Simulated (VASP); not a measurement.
# ZnS (F-43m) in VASP: settings compared, part 2 of 2

VASP 6.6.1.

## (4) Relaxation of cell and atoms, r2SCAN

This run uses another cell than the first one, of 20.16 Å³/atom.

POSCAR reads:

```
ZnS
1.0
    0.0000000000      2.7214990586      2.7214990586
    2.7214990586      0.0000000000      2.7214990586
    2.7214990586      2.7214990586      0.0000000000
Zn S
1 1
Direct
    0.2500000000      0.2500000000      0.2500000000
    0.0000000000      0.0000000000      0.0000000000
```

INCAR.step1 reads:

```
ALGO = Normal ; EDIFF = 1E-4
ENCUT = 600 ; GGA = PE
ISMEAR = -1 ; LASPH = T
LCHARG = F ; LREAL = F
LWAVE = T ; NELM = 100
PREC = Accurate ; SIGMA = 0.02
```

INCAR.step2 reads:

```
ALGO = Normal ; EDIFF = 1E-6
EDIFFG = -0.005 ; ENCUT = 600
IBRION = 2 ; ISIF = 3
ISMEAR = -1 ; ISTART = 1
LASPH = T ; LCHARG = F
LMIXTAU = T ; LREAL = F
LWAVE = F ; METAGGA = R2SCAN
NELM = 100 ; NSW = 80
PREC = Accurate ; SIGMA = 0.02
```

KPOINTS reads:

```
k-points
0
Gamma
  8 8 8
```

Potentials or basis: VASP PAW PBE potentials, release 64 (Zn, S).

Launch:

```bash
$ cat potpaw_PBE.64/Zn/POTCAR potpaw_PBE.64/S/POTCAR > POTCAR
$ cp INCAR.step1 INCAR
$ mpirun -np 1 vasp_std > vasp.out
$ cp INCAR.step2 INCAR
$ mpirun -np 1 vasp_std > vasp.out
```

OUTCAR:

```text
EDIFF = 1E-6
   EDIFFG = -0.005
   ENCUT = 600
   IBRION = 2
   ISIF = 3
   ISMEAR = -1
   ISTART = 1
   LASPH = T
   LREAL = F
   METAGGA = R2SCAN
   NELM = 100
   NSW = 80
   PREC = Accurate

 ion  position               nearest neighbor table
   1  0.250  0.250  0.250-   2 2.36   2 2.36   2 2.36   2 2.36
   2  0.000  0.000  0.000-   1 2.36   1 2.36   1 2.36   1 2.36

  LATTYP: Found a face centered cubic cell.
 ALAT       =     5.4429981172

  Lattice vectors:

 A1 = (   0.0000000000,   2.7214990586,   2.7214990586)
 A2 = (   2.7214990586,   0.0000000000,   2.7214990586)
 A3 = (   2.7214990586,   2.7214990586,   0.0000000000)

Analysis of symmetry for initial positions (statically):
=====================================================================
 Subroutine PRICEL returns:
 Original cell was already a primitive cell.

 Routine SETGRP: Setting up the symmetry group for a
 face centered cubic supercell.

 Subroutine GETGRP returns: Found 24 space group operations
 (whereof 24 operations were pure point group operations)
 out of a pool of 48 trial point group operations.

The static configuration has the point symmetry T_d .

Analysis of symmetry for dynamics (positions and initial velocities):
=====================================================================
 Subroutine PRICEL returns:
 Original cell was already a primitive cell.

 Routine SETGRP: Setting up the symmetry group for a
 face centered cubic supercell.

 Subroutine GETGRP returns: Found 24 space group operations
 (whereof 24 operations were pure point group operations)
 out of a pool of 48 trial point group operations.

The dynamic configuration has the point symmetry T_d .

 Subroutine INISYM returns: Found 24 space group operations
 (whereof 24 operations are pure point group operations),
 and found     1 'primitive' translations

----------------------------------------------------------------------------------------

                                     Primitive cell

  volume of cell :      40.3139

  direct lattice vectors                    reciprocal lattice vectors
     0.000000000  2.721499059  2.721499059    -0.183722276  0.183722276  0.183722276
     2.721499059  0.000000000  2.721499059     0.183722276 -0.183722276  0.183722276
     2.721499059  2.721499059  0.000000000     0.183722276  0.183722276 -0.183722276

  length of vectors
     3.848780879  3.848780879  3.848780879     0.318216316  0.318216316  0.318216316

  position of ions in fractional coordinates (direct lattice)
     0.250000000  0.250000000  0.250000000
     0.000000000  0.000000000  0.000000000

  ion indices of the primitive-cell ions
   primitive index   ion index
                 1           1
                 2           2

----------------------------------------------------------------------------------------

 KPOINTS: k-points

Automatic generation of k-mesh.
 Grid dimensions read from file:
 generate k-points for:    8    8    8

 Generating k-lattice:

  Cartesian coordinates                     Fractional coordinates (reciprocal lattice)
    -0.022965284  0.022965284  0.022965284     0.125000000  0.000000000  0.000000000
[... 49 lines left out ...]
 SYSTEM =  unknown system
   PREC   = accura    normal or accurate (medium, high low for compatibility)
   ISTART =      1    job   : 0-new  1-cont  2-samecut
   ICHARG =      0    charge: 1-file 2-atom 10-const
   ISPIN  =      1    spin polarized calculation?
   LNONCOLLINEAR =      F non collinear calculations
   LSORBIT =      F    spin-orbit coupling
   LASPH  =      T    aspherical Exc in radial PAW
   ENCUT  =  600.0 eV  44.10 Ry    6.64 a.u.   7.69  7.69  7.69*2*pi/ulx,y,z
   NELM   =    100;   NELMIN=  2; NELMDL=  0     # of ELM steps
   EDIFF  = 0.1E-05   stopping-criterion for ELM
   LREAL  =      F    real-space projection
   EDIFFG = -.5E-02   stopping-criterion for IOM
   NSW    =     80    number of steps for IOM
   IBRION =      2    ionic relax: 0-MD 1-quasi-New 2-CG
   NFREE  =      1    steps in history (QN), initial steepest desc. (CG)
   ISIF   =      3    stress and relaxation
   ISYM   =      2    0-nonsym 1-usesym 2-fastsym
   POTIM  = 0.5000    time-step for ionic-motion
   TEBEG  =    0.0;   TEEND  =   0.0 temperature during run
   PSTRESS=    0.0 pullay stress
   NELECT =      18.0000    total number of electrons
   NUPDOWN=      -1.0000    fix difference up-down
   EMIN   =  10.00;   EMAX   =-10.00  energy-range for DOS
   EFERMI =   0.00;   METHOD = LEGACY
   ISMEAR =    -1;   SIGMA  =   0.02  broadening in eV -4-tet -1-fermi 0-gaus
   EFERMI_NEDOS =   21; number of points for ismear=-14 and -15
   IALGO  =     38    algorithm
   IMIX   =      4    mixing-type and parameters
     AMIX     =   0.40;   BMIX     =  1.00
     AMIX_MAG =   1.60;   BMIX_MAG =  1.00
  volume/ion in A,a.u.               =      20.16       136.03
  Fermi-wavevector in a.u.,A,eV,Ry     =   1.251260  2.364538 21.301975  1.565651
  Thomas-Fermi vector in A             =   2.385216
   LORBIT       =      0    0 simple, 1 ext, 2 COOP (PROOUT), +10 PAW based schemes
   METAGGA = R2SCAN    functional components
   LHFCALC =     F    Hartree Fock is set to
   AEXX    =    0.0000 exact exchange contribution
   IVDW    =     0    specifies the selected vdW correction
   LEPSILON=     F    determine dielectric tensor
   LRPA    =     F    only Hartree local field effects (RPA)
 conjugate gradient relaxation of ions
 non-spin polarized calculation
  energy-cutoff  :      600.00
  volume of cell :       40.31
 maximum number of plane-waves:      1365
   NGX = 15   NGY = 15   NGZ = 15

--------------------------------------- Ionic step        1  -------------------------------------------

 number of electron      18.0000009 magnetization

 Free energy of the ion-electron system (eV)
  ---------------------------------------------------
  ext. energy  EPLUGINS =         0.00000000
  ---------------------------------------------------
  free energy    TOTEN  =       -18.85951826 eV

  energy without entropy =      -18.85951826  energy(sigma->0) =      -18.85951826

------------------------ aborting loop because EDIFF is reached ----------------------------------------

  FORCE on cell =-STRESS in cart. coord.  units (eV):
  Direction    XX          YY          ZZ          XY          YZ          ZX
  --------------------------------------------------------------------------------------
  -------------------------------------------------------------------------------------
  Total       -0.5499578     -0.5499578     -0.5499578      0.0000000     -0.0000000     -0.0000000
  in kB      -21.8567396    -21.8567396    -21.8567396      0.0000000     -0.0000000     -0.0000000
  external PRESSURE =     -21.8567396 kB  Pullay stress =       0.0000000 kB
[... 95 lines left out ...]
--------------------------------------- Ionic step        4  -------------------------------------------

 number of electron      17.9999994 magnetization

 Free energy of the ion-electron system (eV)
  ---------------------------------------------------
  ext. energy  EPLUGINS =         0.00000000
  ---------------------------------------------------
  free energy    TOTEN  =       -18.86835630 eV

  energy without entropy =      -18.86835630  energy(sigma->0) =      -18.86835630

 E-fermi :   2.3605     XC(G=0): -10.3250

 val. band max:        1.9068244760   @ k =   0.0000   0.0000   0.0000
 cond. band min:       4.6201377024   @ k =   0.0000   0.0000   0.0000
 fundamental gap:      2.7133132265
 Fermi energy:         2.3605083837

 k-point     1 :       0.0000    0.0000    0.0000
  band No.  band energies     occupation
      1     -11.8266      2.00000
      2      -4.6263      2.00000
      3      -4.6262      2.00000
      4      -4.6262      2.00000
      5      -4.0694      2.00000
      6      -4.0694      2.00000
      7       1.9068      2.00000
      8       1.9068      2.00000
      9       1.9068      2.00000
     10       4.6201      0.00000
     11       8.8034      0.00000
     12       8.8035      0.00000
     13       8.8036      0.00000
[... 354 lines left out ...]
  band No.  band energies     occupation
      1     -10.7079      2.00000
      2      -4.4836      2.00000
      3      -4.4243      2.00000
      4      -4.1302      2.00000
      5      -4.0582      2.00000
      6      -3.8008      2.00000
      7      -3.1041      2.00000
      8      -0.5008      2.00000
      9       0.3924      2.00000
     10       7.3111      0.00000
     11       8.2575      0.00000
     12      10.3248      0.00000
     13      11.5273      0.00000

 [... further k-points ...]

------------------------ aborting loop because EDIFF is reached ----------------------------------------

  FORCE on cell =-STRESS in cart. coord.  units (eV):
  Direction    XX          YY          ZZ          XY          YZ          ZX
  --------------------------------------------------------------------------------------
  -------------------------------------------------------------------------------------
  Total        0.0058456      0.0058456      0.0058456     -0.0000000     -0.0000000     -0.0000000
  in kB        0.2393172      0.2393172      0.2393172     -0.0000000     -0.0000000     -0.0000000
  external PRESSURE =       0.2393172 kB  Pullay stress =       0.0000000 kB
[... 17 lines left out ...]
  FREE ENERGIE OF THE ION-ELECTRON SYSTEM (eV)
  ---------------------------------------------------
  free  energy   TOTEN  =       -18.8683562972 eV

  energy  without entropy=      -18.8683562972  energy(sigma->0) =      -18.86835630

 reached required accuracy - stopping structural energy minimisation
```

OUTCAR.step1:

```text
EDIFF = 1E-4
   ENCUT = 600
   GGA = PE
   ISMEAR = -1
   LASPH = T
   LREAL = F
[... 602 lines left out ...]
 -----------------------------------------------------------------------------------
      1.36075      1.36075      1.36075         0.000000      0.000000      0.000000
      0.00000      0.00000      0.00000        -0.000000     -0.000000     -0.000000
 -----------------------------------------------------------------------------------
    total drift:                               -0.000001     -0.000001     -0.000001

  FREE ENERGIE OF THE ION-ELECTRON SYSTEM (eV)
  ---------------------------------------------------
  free  energy   TOTEN  =        -6.8523330298 eV

  energy  without entropy=       -6.8523330298  energy(sigma->0) =       -6.85233303
```

OSZICAR.step1:

```text
N       E                     dE             d eps       ncg     rms          rms(c)
DAV:   1     0.854013217814E+02    0.85401E+02   -0.94282E+03   754   0.176E+03
DAV:   2    -0.105123383823E+01   -0.86453E+02   -0.82174E+02   797   0.302E+02
DAV:   3    -0.719687092670E+01   -0.61456E+01   -0.61069E+01   949   0.745E+01
DAV:   4    -0.727868192858E+01   -0.81811E-01   -0.81747E-01   854   0.888E+00
DAV:   5    -0.727969783540E+01   -0.10159E-02   -0.10159E-02   909   0.990E-01    0.659E+00
DAV:   6    -0.686818736386E+01    0.41151E+00   -0.95975E-01  1125   0.366E+01    0.515E+00
DAV:   7    -0.685248567886E+01    0.15702E-01   -0.32709E-01   779   0.561E+00    0.266E+00
DAV:   8    -0.685187215039E+01    0.61353E-03   -0.54302E-03   869   0.705E-01    0.777E-01
DAV:   9    -0.685216816780E+01   -0.29602E-03   -0.10960E-03   847   0.317E-01    0.120E-01
DAV:  10    -0.685231117176E+01   -0.14300E-03   -0.13947E-04   737   0.130E-01    0.604E-02
DAV:  11    -0.685233302981E+01   -0.21858E-04   -0.39464E-05   532   0.917E-02
   1 F= -.68523330E+01 E0= -.68523330E+01  d E =-.437229E-11
```

Run time: 5.6 min. Hardware: 1 thread of AMD EPYC 7R13, shared host; peak memory 0.18 GiB.

Results:

* Free energy: -18.8684 eV
* Relaxed volume: 19.57 Å³/atom
* Relaxed cell: a = 3.811 Å, b = 3.811 Å, c = 3.811 Å, α = 60.00°, β = 60.00°, γ = 60.00°
* Space group after relaxing (to 0.1 Å): F-43m (No. 216)
* Energy gained by relaxing: 4.4 meV/atom
* Ionic steps: 4
* Pressure after relaxing: 0.0 GPa
* Band gap on the k mesh: 2.71 eV

Step by step:
```
step  energy change (eV)  largest force (eV/Å)  pressure (GPa)  volume (Å³)
   1              0.0000                0.0000           -2.19        40.31
   2             -0.0080                0.0000            0.83        38.73
   3             -0.0088                0.0000            0.08        39.09
   4             -0.0088                0.0000            0.02        39.13
```

Final structure:
```yaml
crystal:
  lattice:
    - [0.00000, 2.69471, 2.69471]
    - [2.69471, 0.00000, 2.69471]
    - [2.69471, 2.69471, 0.00000]
  atoms:
    - { symbol: Zn, position: [0.25000, 0.25000, 0.25000] }
    - { symbol: S, position: [0.00000, 0.00000, 0.00000] }
```

Levels at points of the mesh, in eV from the valence-band top:
| k point | band 7 | band 8 | band 9 | band 10 | band 11 | band 12 |
| --- | --- | --- | --- | --- | --- | --- |
| (0.00, 0.00, 0.00) | 0.00 | 0.00 | 0.00 | 2.71 | 6.90 | 6.90 |
| (0.50, 0.00, 0.00) | -5.45 | -0.90 | -0.90 | 3.83 | 7.39 | 7.39 |
| (0.50, 0.50, 0.00) | -4.65 | -2.31 | -2.31 | 3.71 | 4.48 | 11.83 |

Caveat: the PAW data sets were made with another functional, which shifts forces and pressure a little.

## (5) Overview

| level | potentials or basis | cell | gap on the mesh (eV) | pressure (GPa) | relaxed volume (Å³/atom) |
| --- | --- | --- | --- | --- | --- |
| PBE | VASP PAW PBE potentials, release 64 (Zn, S) | relaxed from a = 3.821 Å, angles 60.0°, 2 atoms | 2.01 | 0.0 | 20.20 |
| LDA | VASP PAW LDA potentials, release 64 (Zn, S) | relaxed from a = 3.849 Å, angles 60.0°, 2 atoms | 2.15 | 0.0 | 18.62 |
| r2SCAN | VASP PAW PBE potentials, release 64 (Zn, S) | relaxed from a = 3.849 Å, angles 60.0°, 2 atoms | 2.71 | 0.0 | 19.57 |

Alike in all rows: task relaxation of cell and atoms; no spin polarisation; k mesh 8 × 8 × 8; cutoff (eV) 600; smearing fermi-dirac 0.02 eV.

Caveats: the PAW data sets were made with another functional, which shifts forces and pressure a little (at least some runs).

Total energies depend on the potentials used, so only differences within one code and one set of settings carry meaning.
